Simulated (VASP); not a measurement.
Wanted: the native input for a VASP 6.6.1 run.

| Property | Result |
| --- | --- |
| Task | single point |
| Functional | PBEsol |
| Potentials or basis | VASP PAW PBE potentials, release 64 (Mg, O) |
| Cutoff | 520 eV |
| k mesh | 12 × 12 × 12 |
| Occupations | gaussian, width 0.05 eV |
| Spin | no spin polarisation |
| Dipole correction | no |
| Further INCAR settings | ALGO = Normal; EDIFF = 1e-06; NBANDS = 14 |

The structure of MgO2 lies in POSCAR:

```
MgO2
1.0
    1.5245229652      0.8801837444      3.4939788749
   -1.5245229652      0.8801837444      3.4939788749
    0.0000000000     -1.7603674887      3.4939788749
Mg O
1 2
Direct
    0.0000000000      0.0000000000      0.0000000000
    0.4287860000      0.4287860000      0.4287860000
    0.5712140000      0.5712140000      0.5712140000
```

This cell differs from its parent crystal: strain -0.050 along x and y, +0.000 along z.

One way to write it, as run:

INCAR

```
PREC = Accurate ; ENCUT = 520
EDIFF = 1E-6 ; ISMEAR = 0
SIGMA = 0.05 ; LREAL = F
LASPH = T ; NELM = 60
ALGO = Normal ; ISIF = 2
LWAVE = F ; LCHARG = F
GGA = PS ; NBANDS = 14
```

KPOINTS

```
regular mesh
0
Gamma
  12 12 12
```

Potentials or basis: VASP PAW PBE potentials, release 64 (Mg, O).

The run is started by

```console
$ cat potpaw_PBE.64/Mg/POTCAR potpaw_PBE.64/O/POTCAR > POTCAR
$ mpirun -np 1 vasp_std > vasp.out
```

Results of the run:

```json
{"Pressure": "7.3 GPa", "Largest force": "0.862 eV/Å", "Band gap on the k mesh": "2.03 eV, direct"}
```

Caveat: the cell differs from its parent crystal (strain -0.050 along x and y, +0.000 along z); the PAW data sets were made with another functional, which shifts forces and pressure a little.

Wall time 67 s on 1 thread of Intel(R) Xeon(R) 6975P-C (Granite Rapids), on a shared host, peak memory 0.21 GiB.
